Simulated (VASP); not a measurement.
# ZrAl2N3 (P6_3mc) in VASP: further runs, part 2 of 2

VASP 6.6.1. The steps go on from the part before.

## (4) Relaxation of cell and atoms, PBE

This run uses another cell than the first one, of 13.17 Å³/atom.

INCAR

```
ALGO     = Normal         # electronic algorithm
EDIFF    = 1E-7           # SCF threshold, eV
EDIFFG   = -0.04          # ionic threshold
ENCUT    = 600            # plane-wave cutoff, eV
GGA      = PE             # functional
IBRION   = 2              # ionic algorithm
ISIF     = 3              # what is computed and relaxed
ISMEAR   = 0              # smearing method
LASPH    = True           # aspherical terms in the spheres
LCHARG   = False          # write CHGCAR
LREAL    = False          # projectors in reciprocal space
LWAVE    = False          # write WAVECAR
NELM     = 60             # most SCF steps
NSW      = 90             # ionic steps
PREC     = Accurate       # precision mode
SIGMA    = 0.1            # smearing width, eV
```

KPOINTS

```
k-points
0
Gamma
  6 6 1
```

POSCAR

```
ZrAl2N3
1.0
    3.3622498900      0.0000000000      0.0000000000
   -1.6811249500      2.9117938200      0.0000000000
    0.0000000000      0.0000000000     16.1400854600
Zr Al N
2 4 6
Direct
    0.3333333300      0.6666666700      0.0000000000
    0.6666666700      0.3333333300      0.5000000000
    0.3333333300      0.6666666700      0.3333333300
    0.3333333300      0.6666666700      0.6666666700
    0.6666666700      0.3333333300      0.1666666700
    0.6666666700      0.3333333300      0.8333333300
    0.3333333300      0.6666666700      0.1283333300
    0.3333333300      0.6666666700      0.4616666600
    0.3333333300      0.6666666700      0.7950000000
    0.6666666700      0.3333333300      0.2950000000
    0.6666666700      0.3333333300      0.6283333300
    0.6666666700      0.3333333300      0.9616666600
```

Potentials or basis: VASP PAW PBE potentials, release 64 (Zr_sv, Al, N).

On the command line:

```bash
cat potpaw_PBE.64/Zr_sv/POTCAR potpaw_PBE.64/Al/POTCAR potpaw_PBE.64/N/POTCAR > POTCAR
mpirun -np 1 vasp_std > vasp.out
```

OUTCAR:

```text
EDIFF = 1E-7
   EDIFFG = -0.04
   ENCUT = 600
   GGA = PE
   IBRION = 2
   ISIF = 3
   ISMEAR = 0
   LASPH = True
   LREAL = False
   NELM = 60
   NSW = 90
   PREC = Accurate

 ion  position               nearest neighbor table
   1  0.333  0.667  0.000-  12 2.04  12 2.04  12 2.04   7 2.07   6 3.32   5 3.32   5 3.32   6 3.32
                             6 3.32   5 3.32
   2  0.667  0.333  0.500-   8 2.04   8 2.04   8 2.04  11 2.07   3 3.32   4 3.32   4 3.32   3 3.32
                             4 3.32   3 3.32
   3  0.333  0.667  0.333-  10 2.04  10 2.04  10 2.04   8 2.07   5 3.32   5 3.32   5 3.32   2 3.32
                             2 3.32   2 3.32
   4  0.333  0.667  0.667-  11 2.04  11 2.04  11 2.04   9 2.07   6 3.32   6 3.32   6 3.32   2 3.32
                             2 3.32   2 3.32
   5  0.667  0.333  0.167-   7 2.04   7 2.04   7 2.04  10 2.07   3 3.32   3 3.32   3 3.32   1 3.32
                             1 3.32   1 3.32
   6  0.667  0.333  0.833-   9 2.04   9 2.04   9 2.04  12 2.07   4 3.32   4 3.32   4 3.32   1 3.32
                             1 3.32   1 3.32
   7  0.333  0.667  0.128-   5 2.04   5 2.04   5 2.04   1 2.07
   8  0.333  0.667  0.462-   2 2.04   2 2.04   2 2.04   3 2.07
   9  0.333  0.667  0.795-   6 2.04   6 2.04   6 2.04   4 2.07
  10  0.667  0.333  0.295-   3 2.04   3 2.04   3 2.04   5 2.07
  11  0.667  0.333  0.628-   4 2.04   4 2.04   4 2.04   2 2.07
  12  0.667  0.333  0.962-   1 2.04   1 2.04   1 2.04   6 2.07

  LATTYP: Found a hexagonal cell.
 ALAT       =     3.3622498900
 C/A-ratio  =     4.8003824784

  Lattice vectors:

 A1 = (   3.3622498900,   0.0000000000,   0.0000000000)
 A2 = (  -1.6811249500,   2.9117938200,   0.0000000000)
 A3 = (   0.0000000000,   0.0000000000,  16.1400854600)

Analysis of symmetry for initial positions (statically):
=====================================================================
 Subroutine PRICEL returns:
 Original cell was already a primitive cell.

 Routine SETGRP: Setting up the symmetry group for a
 hexagonal supercell.

 Subroutine GETGRP returns: Found 12 space group operations
 (whereof  6 operations were pure point group operations)
 out of a pool of 24 trial point group operations.

The static configuration has the point symmetry C_3v.
 The point group associated with its full space group is C_6v.

Analysis of symmetry for dynamics (positions and initial velocities):
=====================================================================
 Subroutine PRICEL returns:
 Original cell was already a primitive cell.

 Routine SETGRP: Setting up the symmetry group for a
 hexagonal supercell.

 Subroutine GETGRP returns: Found 12 space group operations
 (whereof  6 operations were pure point group operations)
 out of a pool of 24 trial point group operations.

The dynamic configuration has the point symmetry C_3v.
 The point group associated with its full space group is C_6v.

 Subroutine INISYM returns: Found 12 space group operations
 (whereof  6 operations are pure point group operations),
 and found     1 'primitive' translations

----------------------------------------------------------------------------------------

                                     Primitive cell

  volume of cell :     158.0143

  direct lattice vectors                    reciprocal lattice vectors
     3.362249890  0.000000000  0.000000000     0.297419892  0.171715455  0.000000000
    -1.681124950  2.911793820  0.000000000     0.000000000  0.343430910  0.000000000
     0.000000000  0.000000000 16.140085460     0.000000000  0.000000000  0.061957541

  length of vectors
     3.362249890  3.362249894 16.140085460     0.343430910  0.343430910  0.061957541

  position of ions in fractional coordinates (direct lattice)
     0.333333330  0.666666670  0.000000000
[... 64 lines left out ...]
   total plane-waves  NPLWV = 109760
   dimension x,y,z NGX =    28 NGY =   28 NGZ =  140
   dimension x,y,z NGXF=    56 NGYF=   56 NGZF=  280
   ions per type =               2   4   6
   NGX,Y,Z   is equivalent  to a cutoff of  13.84, 13.84, 14.42 a.u.
   NGXF,Y,Z  is equivalent  to a cutoff of  27.69, 27.69, 28.84 a.u.
 SYSTEM =  unknown system
   PREC   = accura    normal or accurate (medium, high low for compatibility)
   ISTART =      0    job   : 0-new  1-cont  2-samecut
   ICHARG =      2    charge: 1-file 2-atom 10-const
   ISPIN  =      1    spin polarized calculation?
   LNONCOLLINEAR =      F non collinear calculations
   LSORBIT =      F    spin-orbit coupling
   LASPH  =      T    aspherical Exc in radial PAW
   ENCUT  =  600.0 eV  44.10 Ry    6.64 a.u.   6.72  6.72 32.24*2*pi/ulx,y,z
   NELM   =     60;   NELMIN=  2; NELMDL= -5     # of ELM steps
   EDIFF  = 0.1E-06   stopping-criterion for ELM
   LREAL  =      F    real-space projection
   EDIFFG = -.4E-01   stopping-criterion for IOM
   NSW    =     90    number of steps for IOM
   IBRION =      2    ionic relax: 0-MD 1-quasi-New 2-CG
   NFREE  =      1    steps in history (QN), initial steepest desc. (CG)
   ISIF   =      3    stress and relaxation
   ISYM   =      2    0-nonsym 1-usesym 2-fastsym
   POTIM  = 0.5000    time-step for ionic-motion
   TEBEG  =    0.0;   TEEND  =   0.0 temperature during run
   PSTRESS=    0.0 pullay stress
   NELECT =      66.0000    total number of electrons
   NUPDOWN=      -1.0000    fix difference up-down
   EMIN   =  10.00;   EMAX   =-10.00  energy-range for DOS
   EFERMI =   0.00;   METHOD = LEGACY
   ISMEAR =     0;   SIGMA  =   0.10  broadening in eV -4-tet -1-fermi 0-gaus
   EFERMI_NEDOS =   21; number of points for ismear=-14 and -15
   IALGO  =     38    algorithm
   IMIX   =      4    mixing-type and parameters
     AMIX     =   0.40;   BMIX     =  1.00
     AMIX_MAG =   1.60;   BMIX_MAG =  1.00
  volume/ion in A,a.u.               =      13.17        88.86
  Fermi-wavevector in a.u.,A,eV,Ry     =   1.223744  2.312541 20.375405  1.497550
  Thomas-Fermi vector in A             =   2.358844
   LORBIT       =      0    0 simple, 1 ext, 2 COOP (PROOUT), +10 PAW based schemes
   GGA     = PE    functional components
   LHFCALC =     F    Hartree Fock is set to
   AEXX    =    0.0000 exact exchange contribution
   IVDW    =     0    specifies the selected vdW correction
   LEPSILON=     F    determine dielectric tensor
   LRPA    =     F    only Hartree local field effects (RPA)
 conjugate gradient relaxation of ions
 non-spin polarized calculation
 Gauss-broadening in eV      SIGMA  =   0.10
  energy-cutoff  :      600.00
  volume of cell :      158.01
 maximum number of plane-waves:      5297
 NGX is ok and might be reduce to    28
   NGX = 13   NGY = 13   NGZ = 65

--------------------------------------- Ionic step        1  -------------------------------------------

 number of electron      66.0000003 magnetization

 Free energy of the ion-electron system (eV)
  ---------------------------------------------------
  ext. energy  EPLUGINS =         0.00000000
  ---------------------------------------------------
  free energy    TOTEN  =       -94.58407455 eV

  energy without entropy =      -94.55155685  energy(sigma->0) =      -94.56781570

------------------------ aborting loop because EDIFF is reached ----------------------------------------

  FORCE on cell =-STRESS in cart. coord.  units (eV):
  Direction    XX          YY          ZZ          XY          YZ          ZX
  --------------------------------------------------------------------------------------
  -------------------------------------------------------------------------------------
  Total       -4.9064779     -4.9064779     -3.8679348      0.0000000      0.0000000      0.0000000
  in kB      -49.7489586    -49.7489586    -39.2187082      0.0000001      0.0000000      0.0000000
  external PRESSURE =     -46.2388751 kB  Pullay stress =       0.0000000 kB
[... 119 lines left out ...]
  FREE ENERGIE OF THE ION-ELECTRON SYSTEM (eV)
  ---------------------------------------------------
  free  energy   TOTEN  =       -96.0828481751 eV

  energy  without entropy=      -96.0502742504  energy(sigma->0) =      -96.06656121

[... ionic steps 4 to 7 ...]

--------------------------------------- Ionic step        8  -------------------------------------------

 number of electron      66.0000000 magnetization

------------------------ aborting loop because EDIFF is reached ----------------------------------------
[... 87 lines left out ...]
--------------------------------------- Ionic step       10  -------------------------------------------

 number of electron      66.0000000 magnetization

 Free energy of the ion-electron system (eV)
  ---------------------------------------------------
  ext. energy  EPLUGINS =         0.00000000
  ---------------------------------------------------
  free energy    TOTEN  =       -96.40145561 eV

  energy without entropy =      -96.36795735  energy(sigma->0) =      -96.38470648

 E-fermi :   8.8491     XC(G=0): -10.8831

 val. band max:        8.8268669144   @ k =   0.3333   0.1667   0.0000
 cond. band min:       8.8576716254   @ k =   0.5000   0.0000   0.0000
 fundamental gap:      0.0308047109
 Fermi energy:         8.8491118710

 k-point     1 :       0.0000    0.0000    0.0000
  band No.  band energies     occupation
      1     -40.5827      2.00000
      2     -40.5827      2.00000
      3     -18.9025      2.00000
      4     -18.9024      2.00000
      5     -18.3695      2.00000
      6     -18.3695      2.00000
[... 329 lines left out ...]
  FREE ENERGIE OF THE ION-ELECTRON SYSTEM (eV)
  ---------------------------------------------------
  free  energy   TOTEN  =       -96.4014556143 eV

  energy  without entropy=      -96.3679573499  energy(sigma->0) =      -96.38470648

 reached required accuracy - stopping structural energy minimisation
```

Wall time 7 min (1 thread of Intel Xeon Platinum 8488C (Sapphire Rapids), shared host); peak memory 0.34 GiB.

Results:

| Quantity | Value |
| --- | --- |
| Free energy | -96.4015 eV |
| Relaxed volume | 12.32 Å³/atom |
| Relaxed cell | a = 3.264 Å, b = 3.264 Å, c = 16.023 Å, α = 90.00°, β = 90.00°, γ = 120.00° |
| Space group after relaxing (to 0.1 Å) | P6_3mc (No. 186) |
| Energy gained by relaxing | 151.4 meV/atom |
| Ionic steps | 10 |
| Pressure after relaxing | 0.0 GPa |
| Largest force after relaxing | 0.021 eV/Å |
| Band gap on the k mesh | zero (bands 33 and 34 overlap by 1.28 eV) |

Forces on the atoms (eV/Å):
```
Zr   0.000  0.000  0.006
Zr   0.000  0.000  0.006
Al   0.000  0.000  0.006
Al   0.000  0.000 -0.001
Al   0.000  0.000 -0.001
Al   0.000  0.000  0.006
N    0.000  0.000 -0.021
N    0.000  0.000  0.009
N    0.000  0.000  0.000
N    0.000  0.000  0.000
N    0.000  0.000 -0.021
N    0.000  0.000  0.009
```

Stress tensor (GPa, compression positive):
```
-0.06  0.00  0.00
 0.00 -0.06  0.00
 0.00  0.00  0.10
```

The path:
```csv
step,energy change (eV),largest force (eV/Å),pressure (GPa),volume (Å³)
1,0.0000,3.2197,-4.62,158.01
2,-1.3755,1.1884,0.13,149.48
3,-1.4988,1.7316,2.89,146.43
4,-1.8067,0.3079,-0.92,148.57
5,-1.8079,0.2999,-0.73,148.44
6,-1.8143,0.1645,0.67,147.28
7,-1.8159,0.1022,0.23,147.63
8,-1.8168,0.0663,-0.18,147.91
9,-1.8169,0.0473,-0.09,147.85
10,-1.8174,0.0207,-0.01,147.80
```

Final structure:
```xyz
12
Lattice="3.2636 0.0000 0.0000 -1.6318 2.8264 0.0000 0.0000 0.0000 16.0231" Properties=species:S:1:pos:R:3 pbc="T T T"
Zr    0.0000    1.8842    0.0222
Zr    1.6318    0.9421    8.0337
Al    0.0000    1.8842    5.2225
Al    0.0000    1.8842   10.8088
Al    1.6318    0.9421    2.7973
Al    1.6318    0.9421   13.2340
N     0.0000    1.8842    2.2793
N     0.0000    1.8842    7.1441
N     0.0000    1.8842   12.7381
N     1.6318    0.9421    4.7266
N     1.6318    0.9421   10.2908
N     1.6318    0.9421   15.1557
```

Caveat: the k points lie up to 0.39 Å⁻¹ apart in the final cell, too coarse for converged energies and pressures of a metal.

## (5) Single point, PBE

INCAR

```
SYSTEM = ZrAl2N3
PREC = Accurate
ENCUT = 520
EDIFF = 1E-7
ISMEAR = 0
SIGMA = 0.1
LREAL = .False.
LASPH = .True.
NELM = 100
ALGO = Normal
ISIF = 2
LWAVE = .False.
LCHARG = .False.
GGA = PE
NBANDS = 45
```

KPOINTS

```
Automatic mesh
0
Gamma
  12 12 4
  0 0 0
```

POSCAR

```
ZrAl2N3
1.0
    3.2647157019      0.0000000000      0.0000000000
   -1.6323578509      2.8273267340      0.0000000000
    0.0000000000      0.0000000000     16.0377144519
Zr Al N
2 4 6
Direct
    0.3333333333      0.6666666667      0.0010813713
    0.6666666667      0.3333333333      0.5010813713
    0.3333333333      0.6666666667      0.3261256096
    0.3333333333      0.6666666667      0.6745890277
    0.6666666667      0.3333333333      0.1745890277
    0.6666666667      0.3333333333      0.8261256096
    0.3333333333      0.6666666667      0.1421990300
    0.3333333333      0.6666666667      0.4459663742
    0.3333333333      0.6666666667      0.7950385772
    0.6666666667      0.3333333333      0.2950385772
    0.6666666667      0.3333333333      0.6421990300
    0.6666666667      0.3333333333      0.9459663742
```

Potentials or basis: VASP PAW PBE potentials, release 64 (Zr_sv, Al, N).

On the command line:

```bash
cat potpaw_PBE.64/Zr_sv/POTCAR potpaw_PBE.64/Al/POTCAR potpaw_PBE.64/N/POTCAR > POTCAR
mpirun -np 1 vasp_std > vasp.out
```

OUTCAR:

```text
SYSTEM = ZrAl2N3
   PREC = Accurate
   ENCUT = 520
   EDIFF = 1E-7
   ISMEAR = 0
   LREAL = .False.
   LASPH = .True.
   NELM = 100
   ISIF = 2
   GGA = PE

 ion  position               nearest neighbor table
   1  0.333  0.667  0.001-  12 2.08  12 2.08  12 2.08   7 2.26   5 3.36   5 3.36   5 3.36   6 3.38
                             6 3.38   6 3.38
   2  0.667  0.333  0.501-   8 2.08   8 2.08   8 2.08  11 2.26   4 3.36   4 3.36   4 3.36   3 3.38
                             3 3.38   3 3.38
   3  0.333  0.667  0.326-   8 1.92  10 1.95  10 1.95  10 1.95   5 3.08   5 3.08   5 3.08   2 3.38
                             2 3.38   2 3.38
   4  0.333  0.667  0.675-   9 1.93  11 1.96  11 1.96  11 1.96   6 3.08   6 3.08   6 3.08   2 3.36
                             2 3.36   2 3.36
   5  0.667  0.333  0.175-  10 1.93   7 1.96   7 1.96   7 1.96   3 3.08   3 3.08   3 3.08   1 3.36
                             1 3.36   1 3.36
   6  0.667  0.333  0.826-  12 1.92   9 1.95   9 1.95   9 1.95   4 3.08   4 3.08   4 3.08   1 3.38
                             1 3.38   1 3.38
   7  0.333  0.667  0.142-   5 1.96   5 1.96   5 1.96   1 2.26
   8  0.333  0.667  0.446-   3 1.92   2 2.08   2 2.08   2 2.08
[... 1373 lines left out ...]

  FORCE on cell =-STRESS in cart. coord.  units (eV):
  Direction    XX          YY          ZZ          XY          YZ          ZX
  --------------------------------------------------------------------------------------
  -------------------------------------------------------------------------------------
  Total       -0.1095737     -0.1095737     -0.0719089     -0.0000000      0.0000000     -0.0000000
  in kB       -1.1859138     -1.1859138     -0.7782682     -0.0000000      0.0000000     -0.0000000
  external PRESSURE =      -1.0500319 kB  Pullay stress =       0.0000000 kB

 VOLUME and BASIS-vectors are now :
 -----------------------------------------------------------------------------
  energy-cutoff  :      520.00
  volume of cell :      148.03
      direct lattice vectors                 reciprocal lattice vectors
     3.264715702  0.000000000  0.000000000     0.306305385  0.176845496  0.000000000
    -1.632357851  2.827326734  0.000000000     0.000000000  0.353690993  0.000000000
     0.000000000  0.000000000 16.037714452     0.000000000  0.000000000  0.062353024

 POSITION                                       TOTAL-FORCE (eV/Angst)
 -----------------------------------------------------------------------------------
     -0.00000      1.88488      0.01734        -0.000000     -0.000000      0.014910
      1.63236      0.94244      8.03620        -0.000000      0.000000      0.014910
     -0.00000      1.88488      5.23031         0.000000     -0.000000      0.000458
     -0.00000      1.88488     10.81887         0.000000     -0.000000     -0.005400
      1.63236      0.94244      2.80001        -0.000000      0.000000     -0.005400
      1.63236      0.94244     13.24917        -0.000000     -0.000000      0.000458
     -0.00000      1.88488      2.28055         0.000000     -0.000000      0.023077
     -0.00000      1.88488      7.15228         0.000000     -0.000000     -0.038105
     -0.00000      1.88488     12.75060         0.000000     -0.000000      0.005060
      1.63236      0.94244      4.73174         0.000000     -0.000000      0.005060
      1.63236      0.94244     10.29940        -0.000000     -0.000000      0.023077
      1.63236      0.94244     15.17114        -0.000000     -0.000000     -0.038105
 -----------------------------------------------------------------------------------
    total drift:                               -0.000000      0.000001     -0.001790

  FREE ENERGIE OF THE ION-ELECTRON SYSTEM (eV)
  ---------------------------------------------------
  free  energy   TOTEN  =       -96.3430125206 eV

  energy  without entropy=      -96.3056784283  energy(sigma->0) =      -96.32434547
```

stdout:

```text
POSCAR found type information on POSCAR ZrAlN
 POSCAR found :  3 types and      12 ions
 scaLAPACK will be used
 LDA part: xc-table for (Slater+PW92), standard interpolation
 POSCAR, INCAR and KPOINTS ok, starting setup
 FFT: planning ... GRIDC
 FFT: planning ... GRID_SOFT
 FFT: planning ... GRID
 WAVECAR not read
 entering main loop
```

Run time: 6 min. Hardware: 1 thread of Intel Xeon Platinum 8488C (Sapphire Rapids), shared host; peak memory 0.43 GiB.

What came out:

```yaml
Free_energy: -96.3430 eV
Pressure: -0.1 GPa
Largest_force: 0.038 eV/Å
Band_gap_on_the_k_mesh: zero (bands 33 and 34 overlap by 1.40 eV)
```

Forces on the atoms (eV/Å):
```
Zr   0.000  0.000  0.015
Zr   0.000  0.000  0.015
Al   0.000  0.000  0.000
Al   0.000  0.000 -0.005
Al   0.000  0.000 -0.005
Al   0.000  0.000  0.000
N    0.000  0.000  0.023
N    0.000  0.000 -0.038
N    0.000  0.000  0.005
N    0.000  0.000  0.005
N    0.000  0.000  0.023
N    0.000  0.000 -0.038
```

## (6) Overview

```tsv
task	cell	k mesh	cutoff (eV)	gap on the mesh (eV)	pressure (GPa)	largest force (eV/Å)
single point	a = 3.266, b = 3.266, c = 16.033 Å, angles 90.0, 90.0, 120.0°, 12 atoms, atomic positions A	6 × 6 × 1	520	none	-0.2	0.03
single point	a = 3.362, b = 3.362, c = 16.140 Å, angles 90.0, 90.0, 120.0°, 12 atoms, atomic positions B	6 × 6 × 1	520	none	-4.5	3.22
relaxation of cell and atoms	relaxed from a = 3.362, b = 3.362, c = 16.140 Å, angles 90.0, 90.0, 120.0°, 12 atoms, atomic positions B	6 × 6 × 1	600	none	0.0	0.02
single point	a = 3.265, b = 3.265, c = 16.038 Å, angles 90.0, 90.0, 120.0°, 12 atoms, atomic positions A	12 × 12 × 4	520	none	-0.1	0.04
```

Alike in all rows: level PBE; potentials or basis VASP PAW PBE potentials, release 64 (Zr_sv, Al, N); no spin polarisation; smearing gaussian 0.1 eV.

Caveats: some runs use coarse meshes; forces of over 1 eV/Å act on the atoms, so gaps and moduli don't describe the material at rest (at least some runs).

Absolute energies hang on the potentials; compare differences alone.
